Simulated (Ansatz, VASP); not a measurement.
## LaBRh3: VASP beside Ansatz

```
La B Rh
1.0
     4.24200    0.00000    0.00000
     0.00000    4.24200    0.00000
     0.00000    0.00000    4.24200
La B Rh
1 1 3
Direct
  0.00000 0.00000 0.00000
  0.50000 0.50000 0.50000
  0.00000 0.50000 0.50000
  0.50000 0.00000 0.50000
  0.50000 0.50000 0.00000
```

Alike in both runs: task single point; functional LDA; k mesh 5 × 5 × 5; occupations methfessel-paxton of order 1, width 0.25 eV; no spin polarisation.

|  | VASP | Ansatz |
| --- | --- | --- |
| version | VASP 6.6.1 | Ansatz 0.2.0 |
| potentials or method | VASP PAW LDA potentials, release 64 (La, B, Rh_pv), cutoff 520 eV | plane waves, PAW |
| valence electrons in the cell | 59 | 65 |

|  | VASP | Ansatz | Ansatz less VASP |
| --- | --- | --- | --- |
| pressure (GPa) | -6.3 | -6.6 | -0.34 |

LDA's correlation is that of Perdew and Zunger in VASP and of Perdew and Wang (1992) in Ansatz. VASP's potentials hold 59 valence electrons a cell and Ansatz's 65, so a difference there can come from the potentials and not from the codes.

Spin-orbit coupling is off throughout.
